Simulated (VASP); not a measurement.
Here is a VASP 6.6.1 calculation.

File POSCAR:

```
GaAs
1.0
    0.0000000000      2.6645247173      2.6645247173
    2.6645247173      0.0000000000      2.6645247173
    2.6645247173      2.6645247173      0.0000000000
Ga As
1 1
Direct
    0.0000000000      0.0000000000      0.0000000000
    0.5000000000      0.5000000000      0.5000000000
```

INCAR.step1

```
SYSTEM = GaAs
PREC = Accurate ; ENCUT = 400
EDIFF = 1E-5 ; ISMEAR = -1
SIGMA = 0.02 ; LREAL = .False.
LASPH = .True. ; NELM = 120
ALGO = Normal ; ISIF = 2
LWAVE = .True. ; LCHARG = .False.
GGA = PE ; NBANDS = 21
GGA_COMPAT = .False.
```

File INCAR.step2:

```
SYSTEM = GaAs
PREC = Accurate ; ENCUT = 400
EDIFF = 1E-6 ; ISMEAR = -1
SIGMA = 0.02 ; LREAL = .False.
LASPH = .True. ; NELM = 120
ALGO = Normal ; ISIF = 2
LWAVE = .False. ; LCHARG = .False.
GGA = PE ; LHFCALC = .True.
AEXX = 0.75 ; PRECFOCK = Normal
ISTART = 1 ; NBANDS = 21
GGA_COMPAT = .False.
```

Contents of KPOINTS:

```
Automatic mesh
0
Gamma
  4 4 4
  0 0 0
```

Potentials or basis: VASP PAW PBE potentials, release 64 (Ga_d, As_d).

Command:

```bash
$ cat potpaw_PBE.64/Ga_d/POTCAR potpaw_PBE.64/As_d/POTCAR > POTCAR
$ cp INCAR.step1 INCAR
$ mpirun -np 1 vasp_std > vasp.out
$ cp INCAR.step2 INCAR
$ mpirun -np 1 vasp_std > vasp.out
```

(1) What does it give for the pressure?

(2) Predict the band gap on the k mesh.

Answers

(1) -1.9 GPa.

(2) zero (bands 14 and 15 overlap by 6.51 eV).

Caveat: the k points lie up to 0.51 Å⁻¹ apart, too coarse for converged energies and pressures of a metal; the structure was generated, so it needn't be the stable form of GaAs; the PAW data sets were made with another functional, which shifts forces and pressure a little.
